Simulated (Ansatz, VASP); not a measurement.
Two plane-wave programs on HfSc2O3

INCAR

```
SYSTEM = HfSc2O3
ALGO = Normal ; EDIFF = 1E-6
EDIFFG = -0.04 ; ENCUT = 600
GGA = PE ; IBRION = 2
ISIF = 3 ; ISMEAR = 0
LASPH = .TRUE. ; LCHARG = .FALSE.
LREAL = .FALSE. ; LWAVE = .FALSE.
NELM = 60 ; NSW = 90
PREC = Accurate ; SIGMA = 0.1
```

The input KPOINTS:

```
k-points
0
G
  6 6 6
  0 0 0
```

POSCAR

```
HfSc2O3
1.0
    5.6931240779      0.0000000000      0.0000000000
   -2.8465620389      4.9303900784      0.0000000000
    0.0000000000      0.0000000000      2.8689731446
Hf Sc O
1 2 3
Direct
    0.0000000000      0.0000000000      0.0000000000
    0.6666666667      0.3333333333      0.0000000000
    0.3333333333      0.6666666667      0.0000000000
    0.5000000000      0.0000000000      0.5000000000
    0.5000000000      0.5000000000      0.5000000000
    0.0000000000      0.5000000000      0.5000000000
```

Input for Ansatz:

```yaml
crystal:
  lattice:
    - [5.6931240779, 0.0, 0.0]
    - [-2.8465620389, 4.9303900784, 0.0]
    - [0.0, 0.0, 2.8689731446]
  atoms:
    - { symbol: Hf, position: [0.0, 0.0, 0.0] }
    - { symbol: Sc, position: [0.6666666667, 0.3333333333, 0.0] }
    - { symbol: Sc, position: [0.3333333333, 0.6666666667, 0.0] }
    - { symbol: O, position: [0.5, 0.0, 0.5] }
    - { symbol: O, position: [0.5, 0.5, 0.5] }
    - { symbol: O, position: [0.0, 0.5, 0.5] }
basis:
  ecutwfc: 420
kpoints:
  mp_grid: { grid: [6, 6, 6] }
hamiltonian:
  xc: pbe
scf:
  occupations: { method: gaussian, width: 0.1 }
  lower_state_search: "off"
output:
  forces: true
  stress: true
  eigenvalues: true
relax:
  adjacent_minimum: "off"
  f_tol: 0.04
  max_steps: 70
  cell: { stress_tol: 0.4 }
```

Change from the starting cell: species swapped into the PrAl3Ni2 type (P6/mmm, No. 191).

Alike in both runs: task relaxation of cell and atoms; functional PBE; k mesh 6 × 6 × 6; occupations gaussian, width 0.1 eV; no spin polarisation.

```csv
,VASP,Ansatz
version,VASP 6.6.1,Ansatz 0.2.0
potentials or method,"VASP PAW PBE potentials, release 64 (Hf_pv, Sc_sv, O), cutoff 600 eV","scalar-relativistic, plane waves, PAW"
valence electrons in the cell,50,66
```

|  | VASP | Ansatz | Ansatz less VASP |
| --- | --- | --- | --- |
| gap on the k mesh at the Fermi level, each at its own relaxed structure (eV) | none | none | - |
| relaxed volume (Å³/atom) | 13.33 | 13.29 | -0.039 |
| relaxed cell length with the largest relative difference (Å) | 2.903 | 2.897 | -0.0062 |

A gap of «none» marks a metal or a gap that the smearing closes. VASP's potentials hold 50 valence electrons a cell and Ansatz's 66, so a difference there can come from the potentials and not from the codes.

The k mesh is coarse, so the values compare programs but aren't converged. Neither program's run includes spin-orbit coupling.
